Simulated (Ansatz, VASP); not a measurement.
# Two plane-wave programs on NaH

```xyz
2
Lattice="2.9324 0.0000 0.0000 0.0000 2.9324 0.0000 0.0000 0.0000 2.9324" Properties=species:S:1:pos:R:3 pbc="T T T"
Na    0.0000    0.0000    0.0000
H     1.4662    1.4662    1.4662
```

Alike in both runs: task single point; functional r2SCAN; k mesh 8 × 8 × 8; no spin polarisation.

```csv
,VASP,Ansatz
version,VASP 6.6.1,Ansatz 0.2.0
potentials or method,"VASP PAW PBE potentials, release 64 (Na_pv, H)","plane waves, PAW"
plane-wave cutoff (eV),520,500
occupations,"gaussian, width 0.01 eV",fixed
valence electrons in the cell,8,10
```

```tsv
	VASP	Ansatz	Ansatz less VASP
gap on the k mesh at the Fermi level (eV)	1.61	1.60	-0.010
pressure (GPa)	-0.3	0.0	+0.29
```

VASP's potentials were made for PBE, not for r2SCAN. VASP's potentials hold 8 valence electrons a cell and Ansatz's 10, so a difference there can come from the potentials and not from the codes.
